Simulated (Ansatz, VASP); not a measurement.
## Two plane-wave programs on KZnF3

INCAR

```
SYSTEM = KZnF3
  PREC = Accurate
  ENCUT = 520
  EDIFF = 1E-7
  ISMEAR = 0
  SIGMA = 0.05
  LREAL = .FALSE.
  LASPH = .TRUE.
  NELM = 100
  ALGO = Normal
  ISIF = 2
  LWAVE = .FALSE.
  LCHARG = .TRUE.
  GGA = PE
  LELF = .TRUE.
  LVHAR = .TRUE.
  NBANDS = 29
```

KPOINTS

```
regular mesh
0
G
  6 6 6
  0 0 0
```

The input POSCAR:

```
KZnF3
1.0
    4.0905729206      0.0000000000      0.0000000000
    0.0000000000      4.0905729206      0.0000000000
    0.0000000000      0.0000000000      4.0905729206
K Zn F
1 1 3
Direct
    0.0000000000      0.0000000000      0.0000000000
    0.5000000000      0.5000000000      0.5000000000
    0.5000000000      0.5000000000      0.0000000000
    0.0000000000      0.5000000000      0.5000000000
    0.5000000000      0.0000000000      0.5000000000
```

Input for Ansatz:

```yaml
crystal:
  lattice:
    - [4.0905729206, 0.0, 0.0]
    - [0.0, 4.0905729206, 0.0]
    - [0.0, 0.0, 4.0905729206]
  atoms:
    - { symbol: K, position: [0.0, 0.0, 0.0] }
    - { symbol: Zn, position: [0.5, 0.5, 0.5] }
    - { symbol: F, position: [0.5, 0.5, 0.0] }
    - { symbol: F, position: [0.0, 0.5, 0.5] }
    - { symbol: F, position: [0.5, 0.0, 0.5] }
basis:
  ecutwfc: 420
  ecutrho_ratio: 4
kpoints:
  mp_grid: { grid: [6, 6, 6] }
hamiltonian:
  xc: pbe
  pseudopotentials: { kind: paw, frozen_core: stored }
scf:
  occupations: { method: gaussian, width: 0.05 }
output:
  forces: true
  stress: true
  eigenvalues: true
```

Alike in both runs: task single point; functional PBE; k mesh 6 × 6 × 6; occupations gaussian, width 0.05 eV; no spin polarisation.

|  | VASP | Ansatz |
| --- | --- | --- |
| version | VASP 6.6.1 | Ansatz 0.2.0 |
| potentials or method | VASP PAW PBE potentials, release 64 (K_sv, Zn, F), cutoff 520 eV | scalar-relativistic, plane waves, PAW |
| valence electrons in the cell | 42 | 42 |

```tsv
	VASP	Ansatz	Ansatz less VASP
gap on the k mesh at the Fermi level (eV)	3.72	3.78	+0.066
least direct gap on the mesh (eV)	5.40	5.44	+0.039
pressure (GPa)	2.3	2.0	-0.30
```

With one functional, cell and mesh, what is left measures potentials, basis and numerics.
